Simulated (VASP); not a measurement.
# Li (Pm-3m) in VASP: relaxation of cell and atoms with PBE

Aim: the relaxation of cell and atoms of Li with PBE.

Program: VASP 6.6.1. These are calculated values, not measurements. Logs are shortened: lines on timing, memory, paths and dates and some standing lists are left out, and cuts for length are marked.

## Step 1: The cell of the first run

Symmetry: Pm-3m, No. 221, cubic system. Conventional cell: a = 2.794 Å, b = 2.794 Å, c = 2.794 Å, α = 90.00°, β = 90.00°, γ = 90.00°. Within 3.7 Å of Li (site symmetry m-3m) lie 6 Li at 2.79 Å.

This isn't the form of Li at room conditions, which is bcc.

## Step 2: Relaxation of cell and atoms, PBE

File INCAR:

```
SYSTEM = Li
ALGO = Normal
EDIFF = 1E-7
EDIFFG = -0.005
ENCUT = 600
GGA = PE
IBRION = 2
ISIF = 3
ISMEAR = -1
LASPH = .True.
LCHARG = .False.
LREAL = .False.
LWAVE = .False.
NELM = 80
NSW = 60
PREC = Accurate
SIGMA = 0.05
```

File KPOINTS:

```
k-points
0
Gamma
  14 14 14
  0 0 0
```

File POSCAR:

```
Li
1.0
    2.7937906620      0.0000000000      0.0000000000
    0.0000000000      2.7937906620      0.0000000000
    0.0000000000      0.0000000000      2.7937906620
Li
1
Direct
    0.0000000000      0.0000000000      0.0000000000
```

Potentials or basis: VASP PAW PBE potentials, release 64 (Li_sv).

Run with:

```console
$ cat potpaw_PBE.64/Li_sv/POTCAR > POTCAR
$ mpirun -np 1 vasp_std > vasp.out
```

OUTCAR:

```text
SYSTEM = Li
   EDIFF = 1E-7
   EDIFFG = -0.005
   ENCUT = 600
   GGA = PE
   IBRION = 2
   ISIF = 3
   ISMEAR = -1
   LASPH = .True.
   LREAL = .False.
   NELM = 80
   NSW = 60
   PREC = Accurate

 ion  position               nearest neighbor table
   1  0.000  0.000  0.000-

  LATTYP: Found a simple cubic cell.
 ALAT       =     2.7937906620

  Lattice vectors:

 A1 = (   2.7937906620,   0.0000000000,   0.0000000000)
 A2 = (   0.0000000000,   2.7937906620,   0.0000000000)
 A3 = (   0.0000000000,   0.0000000000,   2.7937906620)

Analysis of symmetry for initial positions (statically):
=====================================================================
 Subroutine PRICEL returns:
 Original cell was already a primitive cell.

 Routine SETGRP: Setting up the symmetry group for a
 simple cubic supercell.

 Subroutine GETGRP returns: Found 48 space group operations
 (whereof 48 operations were pure point group operations)
 out of a pool of 48 trial point group operations.

The static configuration has the point symmetry O_h .

Analysis of symmetry for dynamics (positions and initial velocities):
=====================================================================
 Subroutine PRICEL returns:
 Original cell was already a primitive cell.

 Routine SETGRP: Setting up the symmetry group for a
 simple cubic supercell.

 Subroutine GETGRP returns: Found 48 space group operations
 (whereof 48 operations were pure point group operations)
 out of a pool of 48 trial point group operations.

The dynamic configuration has the point symmetry O_h .

 Subroutine INISYM returns: Found 48 space group operations
 (whereof 48 operations are pure point group operations),
 and found     1 'primitive' translations

----------------------------------------------------------------------------------------

                                     Primitive cell

  volume of cell :      21.8063

  direct lattice vectors                    reciprocal lattice vectors
     2.793790662  0.000000000  0.000000000     0.357936625  0.000000000  0.000000000
     0.000000000  2.793790662  0.000000000     0.000000000  0.357936625  0.000000000
     0.000000000  0.000000000  2.793790662     0.000000000  0.000000000  0.357936625

  length of vectors
[... 88 lines left out ...]
   POTIM  = 0.5000    time-step for ionic-motion
   TEBEG  =    0.0;   TEEND  =   0.0 temperature during run
   PSTRESS=    0.0 pullay stress
   NELECT =       3.0000    total number of electrons
   NUPDOWN=      -1.0000    fix difference up-down
   EMIN   =  10.00;   EMAX   =-10.00  energy-range for DOS
   EFERMI =   0.00;   METHOD = LEGACY
   ISMEAR =    -1;   SIGMA  =   0.05  broadening in eV -4-tet -1-fermi 0-gaus
   EFERMI_NEDOS =   21; number of points for ismear=-14 and -15
   IALGO  =     38    algorithm
   IMIX   =      4    mixing-type and parameters
     AMIX     =   0.40;   BMIX     =  1.00
     AMIX_MAG =   1.60;   BMIX_MAG =  1.00
  volume/ion in A,a.u.               =      21.81       147.16
  Fermi-wavevector in a.u.,A,eV,Ry     =   0.845126  1.597056  9.717794  0.714238
  Thomas-Fermi vector in A             =   1.960264
   LORBIT       =      0    0 simple, 1 ext, 2 COOP (PROOUT), +10 PAW based schemes
   GGA     = PE    functional components
   LHFCALC =     F    Hartree Fock is set to
   AEXX    =    0.0000 exact exchange contribution
   IVDW    =     0    specifies the selected vdW correction
   LEPSILON=     F    determine dielectric tensor
   LRPA    =     F    only Hartree local field effects (RPA)
 conjugate gradient relaxation of ions
 non-spin polarized calculation
  energy-cutoff  :      600.00
  volume of cell :       21.81
 maximum number of plane-waves:       740
 NGX is ok and might be reduce to    24
   NGX = 11   NGY = 11   NGZ = 11

--------------------------------------- Ionic step        1  -------------------------------------------

 number of electron       3.0000011 magnetization

 Free energy of the ion-electron system (eV)
  ---------------------------------------------------
  ext. energy  EPLUGINS =         0.00000000
  ---------------------------------------------------
  free energy    TOTEN  =        -1.78444208 eV

  energy without entropy =       -1.78126794  energy(sigma->0) =       -1.78285501

------------------------ aborting loop because EDIFF is reached ----------------------------------------

  FORCE on cell =-STRESS in cart. coord.  units (eV):
  Direction    XX          YY          ZZ          XY          YZ          ZX
  --------------------------------------------------------------------------------------
  -------------------------------------------------------------------------------------
  Total       -0.1152450     -0.1152450     -0.1152450      0.0000000      0.0000000     -0.0000000
  in kB       -8.4674234     -8.4674234     -8.4674234      0.0000000      0.0000000     -0.0000000
  external PRESSURE =      -8.4674234 kB  Pullay stress =       0.0000000 kB
[... 92 lines left out ...]
--------------------------------------- Ionic step        4  -------------------------------------------

 number of electron       2.9999997 magnetization

 Free energy of the ion-electron system (eV)
  ---------------------------------------------------
  ext. energy  EPLUGINS =         0.00000000
  ---------------------------------------------------
  free energy    TOTEN  =        -1.78914684 eV

  energy without entropy =       -1.78626670  energy(sigma->0) =       -1.78770677

 E-fermi :   0.5734     XC(G=0):  -7.0615

 val. band max:        0.4907587570   @ k =   0.4286   0.2143   0.0714
 cond. band min:       0.6324028751   @ k =   0.3571   0.2857   0.1429
 fundamental gap:      0.1416441181
 Fermi energy:         0.5734348201

 k-point     1 :       0.0000    0.0000    0.0000
  band No.  band energies     occupation
      1     -46.1515      2.00000
      2      -2.8924      2.00000
      3      12.6827      0.00000
      4      12.6827      0.00000
      5      12.6827      0.00000
[... 177 lines left out ...]
 k-point    24 :       0.3571    0.2143    0.0000
  band No.  band energies     occupation
      1     -46.1252      2.00000
      2      -0.3033      2.00000
      3       4.6885      0.00000
      4      10.4164      0.00000
      5      14.8930      0.00000

 [... further k-points ...]

------------------------ aborting loop because EDIFF is reached ----------------------------------------

  FORCE on cell =-STRESS in cart. coord.  units (eV):
  Direction    XX          YY          ZZ          XY          YZ          ZX
  --------------------------------------------------------------------------------------
  -------------------------------------------------------------------------------------
  Total        0.0016599      0.0016599      0.0016599     -0.0000000      0.0000000     -0.0000000
  in kB        0.1322563      0.1322563      0.1322563     -0.0000000      0.0000000     -0.0000000
  external PRESSURE =       0.1322563 kB  Pullay stress =       0.0000000 kB
[... 16 lines left out ...]
  FREE ENERGIE OF THE ION-ELECTRON SYSTEM (eV)
  ---------------------------------------------------
  free  energy   TOTEN  =        -1.7891468410 eV

  energy  without entropy=       -1.7862666968  energy(sigma->0) =       -1.78770677

 reached required accuracy - stopping structural energy minimisation
```

OSZICAR:

```text
N       E                     dE             d eps       ncg     rms          rms(c)
DAV:   1     0.888430553293E+00    0.88843E+00   -0.75288E+02  1205   0.453E+02
DAV:   2    -0.165638391142E+01   -0.25448E+01   -0.23988E+01  1690   0.592E+01
DAV:   3    -0.178347505529E+01   -0.12709E+00   -0.12703E+00  1540   0.101E+01
[... 31 lines left out ...]
DAV:   3    -0.178919989590E+01    0.31208E-03   -0.11771E-03  2270   0.224E-01    0.843E-02
DAV:   4    -0.178914783709E+01    0.52059E-04   -0.81411E-05  2165   0.841E-02    0.923E-03
DAV:   5    -0.178914737175E+01    0.46534E-06   -0.38392E-06  1505   0.223E-02    0.485E-03
DAV:   6    -0.178914676142E+01    0.61033E-06   -0.62188E-07  1530   0.746E-03    0.335E-04
DAV:   7    -0.178914684101E+01   -0.79585E-07   -0.46497E-08   650   0.256E-03
   4 F= -.17891468E+01 E0= -.17877068E+01  d E =-.470476E-02
```

Run time: 36 s. Hardware: 1 thread of Intel Xeon 8259CL, shared host; peak memory 0.13 GiB.

Results:

```yaml
Free_energy: -1.7891 eV
Relaxed_volume: 20.11 Å³/atom
Relaxed_cell: a = 2.719 Å, b = 2.719 Å, c = 2.719 Å, α = 90.00°, β = 90.00°, γ = 90.00°
Space_group_after_relaxing_to_0.1_Å: Pm-3m (No. 221)
Energy_gained_by_relaxing: 4.7 meV/atom
Ionic_steps: 4
Pressure_after_relaxing: 0.0 GPa
Band_gap_on_the_k_mesh: zero (an odd number of electrons rules out a gap without spin polarisation)
```

The path:
```
step  energy change (eV)  largest force (eV/Å)  pressure (GPa)  volume (Å³)
   1              0.0000                0.0000           -0.85        21.81
   2             -0.0017                0.0000           -0.69        21.44
   3             -0.0045                0.0000           -0.19        20.46
   4             -0.0047                0.0000            0.01        20.11
```

Final structure:
```
Li
1.0
     2.71929    0.00000    0.00000
     0.00000    2.71929    0.00000
     0.00000    0.00000    2.71929
Li
1
Direct
  0.00000 0.00000 0.00000
```

Caveat: the cutoff is under 1.25 times the usual one of these potentials, so pressure, stress and relaxed cells hold a basis-set (Pulay) error.

The gap in the log of VASP goes by the Fermi energy; the results here count the filled bands.